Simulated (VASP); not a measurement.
# Ba (I4/mmm) in VASP: notebook, part 3 of 3

VASP 6.6.1.

### Step 4. Single point, PBEsol (strain -0.025 along x and y, +0.000 along z)

INCAR reads:

```
SYSTEM = Ba
ALGO     = Fast           ! electronic algorithm
EDIFF    = 1E-6           ! SCF threshold, eV
ENCUT    = 520            ! plane-wave cutoff, eV
GGA      = PS             ! functional
ISIF     = 2              ! what is computed and relaxed
ISMEAR   = 0              ! smearing method
LASPH    = .True.         ! aspherical terms in the spheres
LCHARG   = .False.        ! write CHGCAR
LREAL    = .False.        ! projectors in reciprocal space
LWAVE    = .False.        ! write WAVECAR
NBANDS   = 11             ! bands
NELM     = 80             ! most SCF steps
PREC     = Accurate       ! precision mode
SIGMA    = 0.15           ! smearing width, eV
```

KPOINTS reads:

```
k-points
0
Gamma
  14 14 14
  0 0 0
```

POSCAR reads:

```
Ba
1.0
   -2.4375000000      2.4375000000      2.5000000000
    2.4375000000     -2.4375000000      2.5000000000
    2.4375000000      2.4375000000     -2.5000000000
Ba
1
Direct
    0.0000000000      0.0000000000      0.0000000000
```

Potentials or basis: VASP PAW PBE potentials, release 64 (Ba_sv).

Command:

```bash
$ cat potpaw_PBE.64/Ba_sv/POTCAR > POTCAR
$ mpirun -np 1 vasp_std > vasp.out
```

OUTCAR:

```text
SYSTEM = Ba
   EDIFF = 1E-6
   ENCUT = 520
   GGA = PS
   ISIF = 2
   ISMEAR = 0
   LASPH = .True.
   LREAL = .False.
   NELM = 80
   PREC = Accurate

 ion  position               nearest neighbor table
   1  0.000  0.000  0.000-

  LATTYP: Found a body centered tetragonal cell.
 ALAT       =     4.8750000000
 C/A-ratio  =     1.0256410256

  Lattice vectors:

 A1 = (  -2.4375000000,   2.4375000000,   2.5000000000)
[... 516 lines left out ...]
      8       4.8434      0.00000
      9       5.5088      0.00000
     10       6.3691      0.00000
     11       8.4869      0.00000

 [... further k-points ...]

------------------------ aborting loop because EDIFF is reached ----------------------------------------

  FORCE on cell =-STRESS in cart. coord.  units (eV):
  Direction    XX          YY          ZZ          XY          YZ          ZX
  --------------------------------------------------------------------------------------
  -------------------------------------------------------------------------------------
  Total       -0.0299614     -0.0299614     -0.0747420      0.0000000      0.0000000      0.0000000
  in kB       -0.8079486     -0.8079486     -2.0155151      0.0000000      0.0000000      0.0000000
  external PRESSURE =      -1.2104707 kB  Pullay stress =       0.0000000 kB

 VOLUME and BASIS-vectors are now :
 -----------------------------------------------------------------------------
  energy-cutoff  :      520.00
  volume of cell :       59.41
      direct lattice vectors                 reciprocal lattice vectors
    -2.437500000  2.437500000  2.500000000     0.000000000  0.205128205  0.200000000
     2.437500000 -2.437500000  2.500000000     0.205128205  0.000000000  0.200000000
     2.437500000  2.437500000 -2.500000000     0.205128205  0.205128205  0.000000000

 POSITION                                       TOTAL-FORCE (eV/Angst)
 -----------------------------------------------------------------------------------
      0.00000      0.00000      0.00000         0.000000      0.000000     -0.000000
 -----------------------------------------------------------------------------------
    total drift:                                0.000000      0.000000     -0.000000

  FREE ENERGIE OF THE ION-ELECTRON SYSTEM (eV)
  ---------------------------------------------------
  free  energy   TOTEN  =        -2.1550032427 eV

  energy  without entropy=       -2.1416275435  energy(sigma->0) =       -2.14831539
```

stdout:

```text
POSCAR found type information on POSCAR Ba
 POSCAR found :  1 types and       1 ions
 scaLAPACK will be used
 -----------------------------------------------------------------------------
|                                                                             |
|                                                                             |
|     You enforced a specific xc type in the INCAR file but a different       |
|     I HOPE YOU KNOW WHAT YOU ARE DOING!                                     |
|                                                                             |
 -----------------------------------------------------------------------------

 LDA part: xc-table for (Slater+PW92), standard interpolation
 POSCAR, INCAR and KPOINTS ok, starting setup
 FFT: planning ... GRIDC
 FFT: planning ... GRID_SOFT
 FFT: planning ... GRID
 WAVECAR not read
 entering main loop
WARNING in EDDRMM: call to ZHEGV failed, returncode =   6  3     11
```

Wall time 64 s (1 thread of Intel Xeon Platinum 8259CL at 2.50GHz (Skylake/Cascade Lake), shared host); peak memory 0.29 GiB.

What came out:

```
Free energy            : -2.1550 eV
Pressure               : -0.1 GPa
Band gap on the k mesh : zero (bands 5 and 6 overlap by 1.08 eV)
```

Levels at points of the mesh, in eV from the Fermi level:
```tsv
k point	band 1	band 2	band 3	band 4	band 5	band 6	band 7	band 8	band 9	band 10
(0.00, 0.00, 0.00)	-28.75	-13.65	-13.65	-13.65	-2.79	1.83	1.83	1.99	3.28	3.52
(0.50, 0.00, 0.00)	-28.70	-14.21	-13.82	-13.65	-0.94	0.73	1.43	3.28	3.98	5.55
(0.50, 0.50, 0.00)	-28.70	-14.21	-13.83	-13.66	-0.93	0.56	1.51	3.53	4.08	5.60
(0.50, 0.50, 0.50)	-28.65	-14.05	-14.02	-14.02	-0.64	-0.59	4.45	4.73	4.73	4.99
```

Caveat: the cell differs from its parent crystal (strain -0.025 along x and y, +0.000 along z); the PAW data sets were made with another functional, which shifts forces and pressure a little; spin-orbit coupling is left out, which moves the levels of the heavy elements.

### Step 5. Single point, PBEsol (strain +0.000 along x and y, -0.025 along z)

INCAR reads:

```
  PREC = Accurate
  ENCUT = 520
  EDIFF = 1E-6
  ISMEAR = 0
  SIGMA = 0.15
  LREAL = False
  LASPH = True
  NELM = 100
  ALGO = Fast
  ISIF = 2
  LWAVE = False
  LCHARG = True
  GGA = PS
  LELF = True
  LVHAR = True
  NBANDS = 11
```

KPOINTS reads:

```
regular mesh
0
Gamma
  14 14 14
```

POSCAR reads:

```
Ba
1.0
   -2.5000000000      2.5000000000      2.4375000000
    2.5000000000     -2.5000000000      2.4375000000
    2.5000000000      2.5000000000     -2.4375000000
Ba
1
Direct
    0.0000000000      0.0000000000      0.0000000000
```

Potentials or basis: VASP PAW PBE potentials, release 64 (Ba_sv).

Command:

```bash
$ cat potpaw_PBE.64/Ba_sv/POTCAR > POTCAR
$ mpirun -np 1 vasp_std > vasp.out
```

OUTCAR:

```text
PREC = Accurate
   ENCUT = 520
   EDIFF = 1E-6
   ISMEAR = 0
   LREAL = False
   LASPH = True
   NELM = 100
   ISIF = 2
   GGA = PS

 ion  position               nearest neighbor table
   1  0.000  0.000  0.000-

  LATTYP: Found a body centered tetragonal cell.
 ALAT       =     5.0000000000
 C/A-ratio  =     0.9750000000

  Lattice vectors:

 A1 = (  -2.5000000000,   2.5000000000,   2.4375000000)
 A2 = (   2.5000000000,  -2.5000000000,   2.4375000000)
 A3 = (   2.5000000000,   2.5000000000,  -2.4375000000)
[... 517 lines left out ...]
     11       8.3607      0.00000

 [... further k-points ...]

------------------------ aborting loop because EDIFF is reached ----------------------------------------

  FORCE on cell =-STRESS in cart. coord.  units (eV):
  Direction    XX          YY          ZZ          XY          YZ          ZX
  --------------------------------------------------------------------------------------
  -------------------------------------------------------------------------------------
  Total       -0.1451646     -0.1451646     -0.0950965      0.0000000      0.0000000      0.0000000
  in kB       -3.8166890     -3.8166890     -2.5002918      0.0000000      0.0000000      0.0000000
  external PRESSURE =      -3.3778899 kB  Pullay stress =       0.0000000 kB

 VOLUME and BASIS-vectors are now :
 -----------------------------------------------------------------------------
  energy-cutoff  :      520.00
  volume of cell :       60.94
      direct lattice vectors                 reciprocal lattice vectors
    -2.500000000  2.500000000  2.437500000     0.000000000  0.200000000  0.205128205
     2.500000000 -2.500000000  2.437500000     0.200000000  0.000000000  0.205128205
     2.500000000  2.500000000 -2.437500000     0.200000000  0.200000000  0.000000000

 POSITION                                       TOTAL-FORCE (eV/Angst)
 -----------------------------------------------------------------------------------
      0.00000      0.00000      0.00000         0.000000     -0.000000      0.000000
 -----------------------------------------------------------------------------------
    total drift:                               -0.000000      0.000000      0.000000

  FREE ENERGIE OF THE ION-ELECTRON SYSTEM (eV)
  ---------------------------------------------------
  free  energy   TOTEN  =        -2.1527390908 eV

  energy  without entropy=       -2.1392504483  energy(sigma->0) =       -2.14599477
```

OSZICAR:

```text
N       E                     dE             d eps       ncg     rms          rms(c)
DAV:   1     0.553842055720E+02    0.55384E+02   -0.42488E+03  5368   0.752E+02
DAV:   2     0.588727717369E+00   -0.54795E+02   -0.53314E+02  6494   0.138E+02
DAV:   3    -0.207275169957E+01   -0.26615E+01   -0.26430E+01  6822   0.316E+01
DAV:   4    -0.215243618617E+01   -0.79684E-01   -0.79539E-01  7087   0.500E+00
DAV:   5    -0.215451353844E+01   -0.20774E-02   -0.20772E-02  7032   0.649E-01    0.165E+00
RMM:   6    -0.215320231064E+01    0.13112E-02   -0.28775E-03  5741   0.533E-01    0.983E-01
RMM:   7    -0.215245231459E+01    0.75000E-03   -0.69209E-03  6458   0.842E-01    0.371E-02
RMM:   8    -0.215271878107E+01   -0.26647E-03   -0.17243E-03  7686   0.185E-01    0.258E-02
RMM:   9    -0.215273642201E+01   -0.17641E-04   -0.14249E-04  8113   0.500E-02    0.177E-02
RMM:  10    -0.215273869510E+01   -0.22731E-05   -0.32320E-05  7807   0.403E-02    0.471E-03
RMM:  11    -0.215273909076E+01   -0.39565E-06   -0.66253E-06  6880   0.132E-02
   1 F= -.21527391E+01 E0= -.21459948E+01  d E =-.134886E-01
```

Run time: 70 s. Hardware: 1 thread of Intel Xeon Platinum 8259CL at 2.50GHz (Skylake/Cascade Lake), shared host; peak memory 0.29 GiB.

Results:

```yaml
Free_energy: -2.1527 eV
Pressure: -0.3 GPa
Band_gap_on_the_k_mesh: zero (bands 5 and 6 overlap by 1.05 eV)
```

Stress tensor (GPa, compression positive):
```
-0.38  0.00  0.00
 0.00 -0.38  0.00
 0.00  0.00 -0.25
```

Levels at points of the mesh, in eV from the Fermi level:
| k point | band 3 | band 4 | band 5 | band 6 | band 7 | band 8 |
| --- | --- | --- | --- | --- | --- | --- |
| (0.00, 0.00, 0.00) | -13.71 | -13.71 | -2.78 | 1.75 | 1.91 | 1.91 |
| (0.50, 0.00, 0.00) | -13.88 | -13.71 | -0.92 | 0.62 | 1.40 | 3.35 |
| (0.50, 0.50, 0.00) | -13.86 | -13.70 | -0.93 | 0.79 | 1.31 | 3.16 |
| (0.50, 0.50, 0.50) | -14.07 | -14.05 | -0.60 | -0.56 | 4.41 | 4.41 |

Caveat: the cell differs from its parent crystal (strain +0.000 along x and y, -0.025 along z); the PAW data sets were made with another functional, which shifts forces and pressure a little; spin-orbit coupling is left out, which moves the levels of the heavy elements.

### Step 6. The runs side by side

| cell | further INCAR settings | gap on the mesh (eV) | pressure (GPa) |
| --- | --- | --- | --- |
| a = 4.150 Å, angles 110.2, 110.2, 108.1°, 1 atom | ALGO = Fast; EDIFF = 1e-06; NBANDS = 11 | none | 0.7 |
| a = 4.186 Å, angles 108.8, 108.8, 110.9°, 1 atom | ALGO = Fast; EDIFF = 1e-07; NBANDS = 11 | none | 0.4 |
| a = 4.258 Å, angles 110.2, 110.2, 108.1°, 1 atom | ALGO = Fast; EDIFF = 1e-06; NBANDS = 11 | none | -0.1 |
| a = 4.294 Å, angles 108.8, 108.8, 110.8°, 1 atom | ALGO = Fast; EDIFF = 1e-06; NBANDS = 11 | none | -0.3 |

Alike in all rows: task single point; level PBEsol; potentials or basis VASP PAW PBE potentials, release 64 (Ba_sv); no spin polarisation; k mesh 14 × 14 × 14; cutoff (eV) 520; smearing gaussian 0.15 eV.

Caveats: the PAW data sets were made with another functional, which shifts forces and pressure a little; spin-orbit coupling is left out, which moves the levels of the heavy elements.

Absolute energies hang on the potentials; compare differences alone.
